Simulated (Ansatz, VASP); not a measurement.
SrCl2: VASP beside Ansatz

```
Sr Cl
1.0
     0.00000    3.57615    3.40807
     3.57615    0.00000    3.40807
     3.57615    3.57615    0.00000
Sr Cl
1 2
Direct
  0.00000 0.00000 0.00000
  0.25000 0.25000 0.25000
  0.75000 0.75000 0.75000
```

Alike in both runs: task single point; functional PBE; k mesh 6 × 6 × 6; occupations gaussian, width 0.05 eV; no spin polarisation.

```csv
,VASP,Ansatz
version,VASP 6.6.1,Ansatz 0.2.0
potentials or method,"VASP PAW PBE potentials, release 64 (Sr_sv, Cl), cutoff 520 eV","scalar-relativistic, plane waves, PAW"
valence electrons in the cell,24,24
```

|  | VASP | Ansatz | Ansatz less VASP |
| --- | --- | --- | --- |
| gap on the k mesh at the Fermi level (eV) | 4.98 | 4.98 | +0.003 |
| least direct gap on the mesh (eV) | 5.26 | 5.26 | +0.001 |
| pressure (GPa) | 0.1 | 0.1 | -0.07 |
| traceless stress, the component that is largest in VASP (GPa) | 1.62 | 1.63 | +0.009 |
